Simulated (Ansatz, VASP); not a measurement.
**Two plane-wave programs on SiC**

```
Si C
1.0
     3.05619    0.00000    0.00000
    -1.52809    2.64674    0.00000
     0.00000    0.00000    5.01617
Si C
2 2
Direct
  0.33333 0.66667 0.00460
  0.66667 0.33333 0.50460
  0.33333 0.66667 0.41030
  0.66667 0.33333 0.91030
```

Alike in both runs: task single point; functional LDA; k mesh 12 × 12 × 6; occupations gaussian, width 0.05 eV; no spin polarisation.

|  | VASP | Ansatz |
| --- | --- | --- |
| version | VASP 6.6.1 | Ansatz 0.2.0 |
| potentials or method | VASP PAW LDA potentials, release 64 (Si, C), cutoff 520 eV | scalar-relativistic, plane waves, PAW |
| valence electrons in the cell | 16 | 16 |

|  | VASP | Ansatz | Ansatz less VASP |
| --- | --- | --- | --- |
| gap on the k mesh at the Fermi level (eV) | 1.92 | 1.93 | +0.009 |
| least direct gap on the mesh (eV) | 4.18 | 4.17 | -0.009 |
| pressure (GPa) | 2.6 | 2.2 | -0.37 |
| traceless stress, the component that is largest in VASP (GPa) | -8.80 | -8.73 | +0.068 |
| rms of the force components (eV/Å) | 1.107 | 1.105 | -0.0026 |

Ansatz warns that its potentials were made for another functional, while VASP's fit it. LDA's correlation is that of Perdew and Zunger in VASP and of Perdew and Wang (1992) in Ansatz. Atom by atom the forces differ by 0.003 eV/Å (rms over components).
